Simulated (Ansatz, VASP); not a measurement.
# Two plane-wave programs on Cu12H

Contents of INCAR:

```
SYSTEM = Cu12H
PREC     = Accurate       ! precision mode
ENCUT    = 520            ! plane-wave cutoff, eV
EDIFF    = 1E-6           ! SCF threshold, eV
ISMEAR   = 0              ! smearing method
SIGMA    = 0.1            ! smearing width, eV
LREAL    = .FALSE.        ! projectors in reciprocal space
LASPH    = .TRUE.         ! aspherical terms in the spheres
NELM     = 60             ! most SCF steps
ALGO     = Normal         ! electronic algorithm
ISIF     = 2              ! what is computed and relaxed
LWAVE    = .FALSE.        ! write WAVECAR
LCHARG   = .FALSE.        ! write CHGCAR
LDIPOL   = .TRUE.       
IDIPOL   = 3            
DIPOL    = 0.5 0.5 0.298
GGA      = PE             ! functional
IVDW     = 12             ! dispersion correction
NBANDS   = 78             ! bands
```

KPOINTS

```
regular mesh
0
G
  5 5 1
  0 0 0
```

POSCAR

```
Cu12H
1.0
    5.0378287988      0.0000000000      0.0000000000
    0.0000000000      5.0378287988      0.0000000000
    0.0000000000      0.0000000000     20.6622829064
Cu H
12 1
Direct
    0.2500000000      0.2500000000      0.1935894508
    0.2500000000      0.7500000000      0.1935894508
    0.7500000000      0.2500000000      0.1935894508
    0.7500000000      0.7500000000      0.1935894508
    0.0000000000      0.0000000000      0.2797919997
    0.0000000000      0.5000000000      0.2797919997
    0.5000000000      0.0000000000      0.2797919997
    0.5000000000      0.5000000000      0.2797919997
    0.2500000000      0.2500000000      0.3659945486
    0.2500000000      0.7500000000      0.3659945486
    0.7500000000      0.2500000000      0.3659945486
    0.7500000000      0.7500000000      0.3659945486
    0.3333333333      0.4166666667      0.5160263730
```

Input for Ansatz:

```yaml
crystal:
  lattice:
    - [5.0378287988, 0.0, 0.0]
    - [0.0, 5.0378287988, 0.0]
    - [0.0, 0.0, 20.6622829064]
  atoms:
    - { symbol: Cu, position: [0.25, 0.25, 0.1935894508] }
    - { symbol: Cu, position: [0.25, 0.75, 0.1935894508] }
    - { symbol: Cu, position: [0.75, 0.25, 0.1935894508] }
    - { symbol: Cu, position: [0.75, 0.75, 0.1935894508] }
    - { symbol: Cu, position: [0.0, 0.0, 0.2797919997] }
    - { symbol: Cu, position: [0.0, 0.5, 0.2797919997] }
    - { symbol: Cu, position: [0.5, 0.0, 0.2797919997] }
    - { symbol: Cu, position: [0.5, 0.5, 0.2797919997] }
    - { symbol: Cu, position: [0.25, 0.25, 0.3659945486] }
    - { symbol: Cu, position: [0.25, 0.75, 0.3659945486] }
    - { symbol: Cu, position: [0.75, 0.25, 0.3659945486] }
    - { symbol: Cu, position: [0.75, 0.75, 0.3659945486] }
    - { symbol: H, position: [0.3333333333, 0.4166666667, 0.516026373] }
basis:
  ecutwfc: 420
kpoints:
  mp_grid: { grid: [5, 5, 1] }
hamiltonian:
  xc: pbe
  pseudopotentials: { kind: paw, azcp: { folder: soft_1 } }
  dispersion: d3bj
scf:
  occupations: { method: gaussian, width: 0.1 }
output:
  forces: true
  eigenvalues: true
  write_density: true
  write_potential: true
  elf: true
  volumetric_format: npy
efield:
  axis: 3
  dipole_correction: true
  ramp_width: 0.04
```

Alike in both runs: task single point; functional PBE; dispersion D3(BJ); k mesh 5 × 5 × 1; occupations gaussian, width 0.1 eV; no spin polarisation.

|  | VASP | Ansatz |
| --- | --- | --- |
| version | VASP 6.6.1 | Ansatz 0.2.0 |
| potentials or method | VASP PAW PBE potentials, release 64 (Cu, H), cutoff 520 eV | scalar-relativistic, plane waves, PAW |
| valence electrons in the cell | 133 | 229 |

```tsv
	VASP	Ansatz	Ansatz less VASP
gap on the k mesh at the Fermi level (eV)	none	none	-
rms of the force components (eV/Å)	0.170	0.164	-0.0052
```

Atom by atom the forces differ by 0.015 eV/Å (rms over components). A gap of «none» marks a metal or a gap that the smearing closes. VASP's potentials hold 133 valence electrons a cell and Ansatz's 229, so a difference there can come from the potentials and not from the codes. Ansatz's warnings: xc potential rough in thin density.
